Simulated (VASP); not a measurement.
ZrC (lda), 2 atoms in the cell. It takes space group Fm-3m (No. 225, cubic). Conventional cell: a = 4.642 Å, b = 4.642 Å, c = 4.642 Å, α = 90.00°, β = 90.00°, γ = 90.00°. Within 3.1 Å of Zr (site symmetry m-3m) lie 6 C at 2.32 Å. Within 3.1 Å of C (site symmetry m-3m) lie 6 Zr at 2.32 Å. 

- Program: VASP 6.6.1
- Task: single point
- Functional: LDA
- Potentials or basis: VASP PAW LDA potentials, release 64 (Zr_sv, C)
- Cutoff: 600 eV
- k mesh: 8 × 8 × 8
- Occupations: gaussian, width 0.1 eV
- Spin: no spin polarisation
- Dipole correction: no
- Further INCAR settings: ALGO = Normal; EDIFF = 1e-06; NBANDS = 15

Potentials or basis: VASP PAW LDA potentials, release 64 (Zr_sv, C).

The run is started by

```sh
$ cat potpaw_LDA.64/Zr_sv/POTCAR potpaw_LDA.64/C/POTCAR > POTCAR
$ mpirun -np 1 vasp_std > vasp.out
```

Hardware: 1 thread of Intel(R) Xeon(R) Platinum 8375C CPU @ 2.90GHz (Ice Lake), with other jobs on the host.

Task: How long does it take, and how much memory?

Result: Wall time 14 s on 1 thread of Intel(R) Xeon(R) Platinum 8375C CPU @ 2.90GHz (Ice Lake) (shared host), peak memory 0.15 GiB. Counts: scf iterations 14, k points 29.
